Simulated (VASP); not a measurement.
Input of a VASP 6.6.1 run:

Contents of INCAR:

```
SYSTEM = Re
PREC     = Accurate       ! precision mode
ENCUT    = 520            ! plane-wave cutoff, eV
EDIFF    = 1E-7           ! SCF threshold, eV
ISMEAR   = 0              ! smearing method
SIGMA    = 0.15           ! smearing width, eV
LREAL    = .FALSE.        ! projectors in reciprocal space
LASPH    = .TRUE.         ! aspherical terms in the spheres
NELM     = 80             ! most SCF steps
ALGO     = Normal         ! electronic algorithm
ISIF     = 2              ! what is computed and relaxed
LWAVE    = .FALSE.        ! write WAVECAR
LCHARG   = .FALSE.        ! write CHGCAR
GGA      = CA             ! functional
NBANDS   = 10             ! bands
```

Contents of KPOINTS:

```
Automatic mesh
0
G
  22 22 22
  0 0 0
```

POSCAR

```
Re
1.0
    0.0000000000      2.2169741472      1.5674007220
    2.2169741472      0.0000000000      1.5674007220
    2.2169741472      2.2169741472      0.0000000000
Re
1
Direct
    0.0000000000      0.0000000000      0.0000000000
```

Potentials or basis: VASP PAW LDA potentials, release 64 (Re).

Run with:

```sh
$ cat potpaw_LDA.64/Re/POTCAR > POTCAR
$ mpirun -np 1 vasp_std > vasp.out
```

Q: Estimate the pressure.

A: -20.8 GPa.
